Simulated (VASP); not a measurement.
Wanted: the native input for a VASP 6.6.1 run.

* Task: single point
* Functional: PBE
* Potentials or basis: VASP PAW PBE potentials, release 64 (Ga_d, O)
* Cutoff: 520 eV
* k mesh: 2 × 2 × 2, shifted
* Occupations: gaussian, width 0.02 eV
* Spin: no spin polarisation
* Dipole correction: no
* Further INCAR settings: LREAL = Auto; ALGO = Normal; EDIFF = 1e-06; NBANDS = 202

The structure of Ga2O3 lies in POSCAR:

```
Ga2O3
1.0
   -4.8290928649     -1.5416333701     -5.7151521778
   -6.2270640138      4.6249001104     -0.0062293264
    1.3979711490      6.1665334805     -5.7089228514
Ga O
16 24
Direct
    0.6501945775      0.6649508656      0.6647788032
    0.9001805841      0.4149508721      0.4148050534
    0.1502077768      0.1649567359      0.1647932046
    0.4002155288      0.9149478724      0.9147958895
    0.5983464876      0.0828434198      0.0883725998
    0.8483169396      0.8328458338      0.8383763535
    0.0983033107      0.5828534229      0.5883703962
    0.3482960934      0.3328401488      0.3383932141
    0.4640888194      0.7139475406      0.3314997488
    0.7140585037      0.4639329122      0.0815326285
    0.9640488337      0.2139307377      0.8315269151
    0.2140495107      0.9639465057      0.5815098064
    0.7844120839      0.0338759484      0.4216741616
    0.0344324255      0.7838828791      0.1716791009
    0.2844391919      0.5338610968      0.9216901652
    0.5344153410      0.2838728554      0.6716909027
    0.4996344810      0.4905723086      0.7579545512
    0.7495459690      0.2406491702      0.5078699737
   -0.0004452338      0.9906615045      0.2578912911
    0.2495830835      0.7406118270      0.0079124745
    0.7488846430      0.2571977379      0.9952951144
    0.9988581853      0.0072338256      0.7452547508
    0.2488564928      0.7572684827      0.4952087550
    0.4988688098      0.5072018518      0.2452790056
    0.4116937894      0.9338563142      0.1534915605
    0.6616899358      0.6838596753      0.9035014301
    0.9116693557      0.4338464425      0.6535083410
    0.1616879267      0.1838611055      0.4034965238
    0.8367905663      0.8139628243      0.5996715667
    0.0867787257      0.5639920998      0.3497077257
    0.3368098268      0.3139547712      0.0997110682
    0.5868198288      0.0639633921      0.8497020363
    0.0720355114      0.5991478061      0.8195941259
    0.3219939318      0.3490682776      0.5696469783
    0.5719900817      0.0990715148      0.3196499041
    0.8220235022      0.8490972555      0.0696306153
    0.1764966220      0.1487047276      0.9335531110
    0.4264942623      0.8987046366      0.6835379876
    0.6765047608      0.6486960613      0.4335385932
    0.9265210650      0.3987376796      0.1835344042
```

These files were run (other wordings do the same):

INCAR

```
SYSTEM = Ga2O3
PREC     = Accurate       ! precision mode
ENCUT    = 520            ! plane-wave cutoff, eV
EDIFF    = 1E-6           ! SCF threshold, eV
ISMEAR   = 0              ! smearing method
SIGMA    = 0.02           ! smearing width, eV
LREAL    = Auto         
LASPH    = .True.         ! aspherical terms in the spheres
NELM     = 80             ! most SCF steps
ALGO     = Normal         ! electronic algorithm
ISIF     = 2              ! what is computed and relaxed
LWAVE    = .False.        ! write WAVECAR
LCHARG   = .False.        ! write CHGCAR
GGA      = PE             ! functional
NBANDS   = 202            ! bands
KPAR     = 2            
NCORE    = 2
```

KPOINTS

```
Automatic mesh
0
Gamma
  2 2 2
  0.5 0.5 0.5
```

Potentials or basis: VASP PAW PBE potentials, release 64 (Ga_d, O).

Launch:

```console
$ cat potpaw_PBE.64/Ga_d/POTCAR potpaw_PBE.64/O/POTCAR > POTCAR
$ mpirun -np 4 vasp_std > vasp.out
```

It gave:

```
Pressure               : 0.6 GPa
Largest force          : 0.025 eV/Å
Band gap on the k mesh : 2.94 eV
```

Caveat: a shifted mesh leaves out Γ, where band edges can lie.

Wall time 8.7 min on 4 MPI ranks on Intel(R) Xeon(R) Platinum 8259CL CPU @ 2.50GHz (Skylake/Cascade Lake), with other jobs on the host, peak memory 0.4 GiB a rank.
